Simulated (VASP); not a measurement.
# K2S (Fm-3m) in VASP: elastic constants with PBEsol

Aim: the elastic constants of K2S with PBEsol.

Program: VASP 6.6.1. These are calculated values, not measurements. Logs are shortened: lines on timing, memory, paths and dates and some standing lists are left out, and cuts for length are marked.

### Step 1. The cell of the first run

The structure is cubic, space group Fm-3m (No. 225). Conventional cell: a = 7.336 Å, b = 7.336 Å, c = 7.336 Å, α = 90.00°, β = 90.00°, γ = 90.00°. K (site symmetry -43m) has 4 S at 3.18 Å and 6 K at 3.67 Å within 4.2 Å. S (site symmetry m-3m) has 8 K at 3.18 Å within 4.2 Å.

### Step 2. Elastic constants, PBEsol

Contents of INCAR:

```
ALGO = Normal
EDIFF = 1E-8
ENCUT = 500
GGA = PS
GGA_COMPAT = False
IBRION = 6
ISIF = 3
ISMEAR = 0
LASPH = True
LCHARG = True
LREAL = False
LWAVE = False
NBANDS = 19
NELM = 120
NFREE = 2
NSW = 1
POTIM = 0.015
PREC = Accurate
SIGMA = 0.01
```

Contents of KPOINTS:

```
k-points
0
Gamma
  6 6 6
```

Contents of POSCAR:

```
K2S
1.0
    0.0000000000      3.6679105814      3.6679105814
    3.6679105814      0.0000000000      3.6679105814
    3.6679105814      3.6679105814      0.0000000000
K S
2 1
Direct
    0.2500000000      0.2500000000      0.2500000000
    0.7500000000      0.7500000000      0.7500000000
    0.0000000000      0.0000000000      0.0000000000
```

Potentials or basis: VASP PAW PBE potentials, release 64 (K_sv, S).

The run is started by

```bash
$ cat potpaw_PBE.64/K_sv/POTCAR potpaw_PBE.64/S/POTCAR > POTCAR
$ mpirun -np 1 vasp_std > vasp.out
```

OUTCAR:

```text
EDIFF = 1E-8
   ENCUT = 500
   GGA = PS
   IBRION = 6
   ISIF = 3
   ISMEAR = 0
   LASPH = True
   LREAL = False
   NELM = 120
   NFREE = 2
   NSW = 1
   POTIM = 0.015
   PREC = Accurate

 ion  position               nearest neighbor table
   1  0.250  0.250  0.250-   3 3.18   3 3.18   3 3.18   3 3.18   2 3.67   2 3.67   2 3.67   2 3.67
                             2 3.67   2 3.67
   2  0.750  0.750  0.750-   3 3.18   3 3.18   3 3.18   3 3.18   1 3.67   1 3.67   1 3.67   1 3.67
                             1 3.67   1 3.67
   3  0.000  0.000  0.000-   2 3.18   2 3.18   2 3.18   1 3.18   1 3.18   1 3.18   2 3.18   1 3.18

  LATTYP: Found a face centered cubic cell.
 ALAT       =     7.3358211628

  Lattice vectors:

 A1 = (   0.0000000000,   3.6679105814,   3.6679105814)
 A2 = (   3.6679105814,   0.0000000000,   3.6679105814)
 A3 = (   3.6679105814,   3.6679105814,   0.0000000000)

Analysis of symmetry for initial positions (statically):
=====================================================================
 Subroutine PRICEL returns:
 Original cell was already a primitive cell.

 Routine SETGRP: Setting up the symmetry group for a
 face centered cubic supercell.

 Subroutine GETGRP returns: Found 48 space group operations
 (whereof 48 operations were pure point group operations)
 out of a pool of 48 trial point group operations.

The static configuration has the point symmetry O_h .

Analysis of symmetry for dynamics (positions and initial velocities):
=====================================================================
 Subroutine PRICEL returns:
 Original cell was already a primitive cell.

 Routine SETGRP: Setting up the symmetry group for a
 face centered cubic supercell.

 Subroutine GETGRP returns: Found 48 space group operations
 (whereof 48 operations were pure point group operations)
 out of a pool of 48 trial point group operations.

The dynamic configuration has the point symmetry O_h .

 Subroutine INISYM returns: Found 48 space group operations
 (whereof 48 operations are pure point group operations),
 and found     1 'primitive' translations

----------------------------------------------------------------------------------------

                                     Primitive cell

  volume of cell :      98.6930

  direct lattice vectors                    reciprocal lattice vectors
     0.000000000  3.667910581  3.667910581    -0.136317391  0.136317391  0.136317391
     3.667910581  0.000000000  3.667910581     0.136317391 -0.136317391  0.136317391
     3.667910581  3.667910581  0.000000000     0.136317391  0.136317391 -0.136317391

  length of vectors
     5.187208890  5.187208890  5.187208890     0.236108647  0.236108647  0.236108647

  position of ions in fractional coordinates (direct lattice)
     0.250000000  0.250000000  0.250000000
     0.750000000  0.750000000  0.750000000
     0.000000000  0.000000000  0.000000000

  ion indices of the primitive-cell ions
   primitive index   ion index
                 1           1
                 2           2
                 3           3

----------------------------------------------------------------------------------------

 KPOINTS: k-points

Automatic generation of k-mesh.
 Grid dimensions read from file:
 generate k-points for:    6    6    6

 Generating k-lattice:

  Cartesian coordinates                     Fractional coordinates (reciprocal lattice)
    -0.022719565  0.022719565  0.022719565     0.166666667  0.000000000  0.000000000
     0.022719565 -0.022719565  0.022719565     0.000000000  0.166666667  0.000000000
     0.022719565  0.022719565 -0.022719565     0.000000000  0.000000000  0.166666667

  Length of vectors
     0.039351441  0.039351441  0.039351441

  Shift w.r.t. Gamma in fractional coordinates (k-lattice)
     0.000000000  0.000000000  0.000000000

 Subroutine IBZKPT returns following result:
 ===========================================

 Found     16 irreducible k-points:
[... 49 lines left out ...]
   NUPDOWN=      -1.0000    fix difference up-down
   EMIN   =  10.00;   EMAX   =-10.00  energy-range for DOS
   EFERMI =   0.00;   METHOD = LEGACY
   ISMEAR =     0;   SIGMA  =   0.01  broadening in eV -4-tet -1-fermi 0-gaus
   EFERMI_NEDOS =   21; number of points for ismear=-14 and -15
   IALGO  =     38    algorithm
   IMIX   =      4    mixing-type and parameters
     AMIX     =   0.40;   BMIX     =  1.00
     AMIX_MAG =   1.60;   BMIX_MAG =  1.00
  volume/ion in A,a.u.               =      32.90       222.00
  Fermi-wavevector in a.u.,A,eV,Ry     =   1.021841  1.930999 14.206636  1.044158
  Thomas-Fermi vector in A             =   2.155487
   LORBIT       =      0    0 simple, 1 ext, 2 COOP (PROOUT), +10 PAW based schemes
   GGA     = PS    functional components
   LHFCALC =     F    Hartree Fock is set to
   AEXX    =    0.0000 exact exchange contribution
   IVDW    =     0    specifies the selected vdW correction
   LEPSILON=     F    determine dielectric tensor
   LRPA    =     F    only Hartree local field effects (RPA)
 finite differences with symmetry
 non-spin polarized calculation
 Gauss-broadening in eV      SIGMA  =   0.01
  energy-cutoff  :      500.00
  volume of cell :       98.69
 maximum number of plane-waves:      2541
 NGX is ok and might be reduce to    40
   NGX = 19   NGY = 19   NGZ = 19

--------------------------------------- Ionic step        1  -------------------------------------------

 number of electron      23.9999997 magnetization

 Free energy of the ion-electron system (eV)
  ---------------------------------------------------
  ext. energy  EPLUGINS =         0.00000000
  ---------------------------------------------------
  free energy    TOTEN  =        -9.86355934 eV

  energy without entropy =       -9.86355934  energy(sigma->0) =       -9.86355934

------------------------ aborting loop because EDIFF is reached ----------------------------------------

  FORCE on cell =-STRESS in cart. coord.  units (eV):
  Direction    XX          YY          ZZ          XY          YZ          ZX
  --------------------------------------------------------------------------------------
  -------------------------------------------------------------------------------------
  Total        0.0350935      0.0350935      0.0350935      0.0000000      0.0000000     -0.0000000
  in kB        0.5697069      0.5697069      0.5697069      0.0000000      0.0000000     -0.0000000
  external PRESSURE =       0.5697069 kB  Pullay stress =       0.0000000 kB
[... 92 lines left out ...]
  FREE ENERGIE OF THE ION-ELECTRON SYSTEM (eV)
  ---------------------------------------------------
  free  energy   TOTEN  =        -9.8604745113 eV

  energy  without entropy=       -9.8604745113  energy(sigma->0) =       -9.86047451

[... ionic steps 4 to 14 ...]

--------------------------------------- Ionic step       15  -------------------------------------------

 number of electron      23.9999998 magnetization

------------------------ aborting loop because EDIFF is reached ----------------------------------------
[... 69 lines left out ...]
--------------------------------------- Ionic step       17  -------------------------------------------

 number of electron      23.9999998 magnetization

 Free energy of the ion-electron system (eV)
  ---------------------------------------------------
  ext. energy  EPLUGINS =         0.00000000
  ---------------------------------------------------
  free energy    TOTEN  =        -9.86329849 eV

  energy without entropy =       -9.86329849  energy(sigma->0) =       -9.86329849

 E-fermi :  -0.2800     XC(G=0):  -7.6090

 val. band max:       -0.3540033784   @ k =   0.5000   0.5000   0.0000
 cond. band min:       1.9920385471   @ k =   0.0000   0.0000   0.0000
 fundamental gap:      2.3460419255
 Fermi energy:        -0.2799862759

 k-point     1 :       0.0000    0.0000    0.0000
  band No.  band energies     occupation
      1     -29.3332      2.00000
      2     -29.2385      2.00000
      3     -13.0056      2.00000
      4     -13.0056      2.00000
      5     -13.0056      2.00000
      6     -12.7422      2.00000
[... 505 lines left out ...]
      6     -12.7948      2.00000
[... 11 lines left out ...]
     18       7.0751      0.00000
     19       7.7904      0.00000

 [... further k-points ...]

------------------------ aborting loop because EDIFF is reached ----------------------------------------

  FORCE on cell =-STRESS in cart. coord.  units (eV):
  Direction    XX          YY          ZZ          XY          YZ          ZX
  --------------------------------------------------------------------------------------
  -------------------------------------------------------------------------------------
  Total        0.0353900      0.0363143      0.0363143      0.0000000      0.0000000      0.0000000
  in kB        0.5745195      0.5895249      0.5895249      0.0000000      0.0000000      0.0000000
  external PRESSURE =       0.5845231 kB  Pullay stress =       0.0000000 kB
[... 18 lines left out ...]
  FREE ENERGIE OF THE ION-ELECTRON SYSTEM (eV)
  ---------------------------------------------------
  free  energy   TOTEN  =        -9.8632984854 eV

  energy  without entropy=       -9.8632984854  energy(sigma->0) =       -9.86329849

 INTERNAL STRAIN TENSORS FROM STRAINED CELLS
 ============================================

 INTERNAL STRAIN TENSOR FOR ION    1 for displacements in x,y,z  (eV/Angst):
          X           Y           Z          XY          YZ          ZX
  --------------------------------------------------------------------------------
  x     0.00000    -0.00000     0.00000     0.00000    -1.47685    -0.00000
  y    -0.00000    -0.00000     0.00000     0.00000     0.00000    -1.47713
  z    -0.00000    -0.00000     0.00000    -1.47636    -0.00000     0.00000

 INTERNAL STRAIN TENSORS FROM DISPLACED ATOMS
 ============================================

 INTERNAL STRAIN TENSOR FOR ION    1 for displacements in x,y,z  (eV/Angst):
          X           Y           Z          XY          YZ          ZX
  --------------------------------------------------------------------------------
  x    -0.00000     0.00000     0.00000     0.00000    -1.47739     0.00000
  y     0.00000     0.00000     0.00000     0.00000     0.00000    -1.47739
  z     0.00000     0.00000    -0.00000    -1.47739     0.00000     0.00000

 INTERNAL STRAIN TENSOR FOR ION    3 for displacements in x,y,z  (eV/Angst):
          X           Y           Z          XY          YZ          ZX
  --------------------------------------------------------------------------------
  x     0.00000     0.00000     0.00000     0.00000     0.00000     0.00000
  y     0.00000     0.00000     0.00000     0.00000     0.00000     0.00000
  z     0.00000     0.00000     0.00000     0.00000     0.00000     0.00000

 Eigenvectors and eigenvalues of the dynamical matrix
 ----------------------------------------------------

   1 f  =    4.997609 THz    31.400900 2PiTHz  166.702276 cm-1    20.668439 meV
             X         Y         Z           dx          dy          dz
      1.833955  1.833955  1.833955    -0.381453    0.000000    0.000000
      5.501866  5.501866  5.501866    -0.381453    0.000000   -0.000000
      0.000000  0.000000  0.000000     0.842014   -0.000000    0.000000
[... 43 lines left out ...]
   9 f/i=    0.001083 THz     0.006804 2PiTHz    0.036122 cm-1     0.004479 meV
             X         Y         Z           dx          dy          dz
      1.833955  1.833955  1.833955    -0.319503    0.479929   -0.148592
      5.501866  5.501866  5.501866    -0.319503    0.479929   -0.148592
      0.000000  0.000000  0.000000    -0.289486    0.434840   -0.134632

--------------------------------------------------------------------------------------------------------

 ELASTIC MODULI CONTR FROM IONIC RELAXATION (kBar)
 Direction    XX          YY          ZZ          XY          YZ          ZX
 --------------------------------------------------------------------------------
 XX          -0.0000     -0.0000      0.0000      0.0000     -0.0000      0.0000
 YY          -0.0000     -0.0000     -0.0000     -0.0000     -0.0000      0.0000
 ZZ           0.0000     -0.0000     -0.0000     -0.0000      0.0000      0.0000
 XY           0.0000     -0.0000     -0.0000    -30.2225      0.0000      0.0000
 YZ          -0.0000     -0.0000      0.0000      0.0000    -30.2225      0.0000
 ZX           0.0000      0.0000      0.0000      0.0000      0.0000    -30.2225
 --------------------------------------------------------------------------------

 TOTAL ELASTIC MODULI (kBar)
 Direction    XX          YY          ZZ          XY          YZ          ZX
 --------------------------------------------------------------------------------
 XX         363.9667    123.2159    123.2159     -0.0000     -0.0000     -0.0000
 YY         123.2159    363.9667    123.2159      0.0000     -0.0000     -0.0000
 ZZ         123.2159    123.2159    363.9667     -0.0000     -0.0000      0.0000
 XY          -0.0000      0.0000     -0.0000     90.0774      0.0000      0.0000
 YZ          -0.0000     -0.0000     -0.0000      0.0000     90.0774      0.0000
 ZX          -0.0000     -0.0000      0.0000      0.0000      0.0000     90.0774
 --------------------------------------------------------------------------------
```

It took 13 min on 1 thread of Intel Xeon 6975P-C (Granite Rapids), shared host; peak memory 0.35 GiB.

Results:

```yaml
Elastic_constants_C11_C12_C44: 36, 12, 9 GPa
Voigt_bulk_modulus: 20 GPa
Highest_phonon_frequency_at_Γ_LO-TO_splitting_left_out: 167 cm⁻¹
```

Phonon frequencies in cm⁻¹ (negative: imaginary):
```tsv
q point	frequencies
(0.000, 0.000, 0.000)	0 0 0 128 128 128 167 167 167
```

Elastic tensor in Voigt notation (GPa, in the Cartesian axes of the cell as first typed):
```
36 12 12  0  0  0
12 36 12  0  0  0
12 12 36  0  0  0
 0  0  0  9  0  0
 0  0  0  0  9  0
 0  0  0  0  0  9
```

Clamped-ion elastic tensor (GPa):
```
36 12 12  0  0  0
12 36 12  0  0  0
12 12 36  0  0  0
 0  0  0 12  0  0
 0  0  0  0 12  0
 0  0  0  0  0 12
```

Caveat: the PAW data sets were made with another functional, which shifts forces and pressure a little.
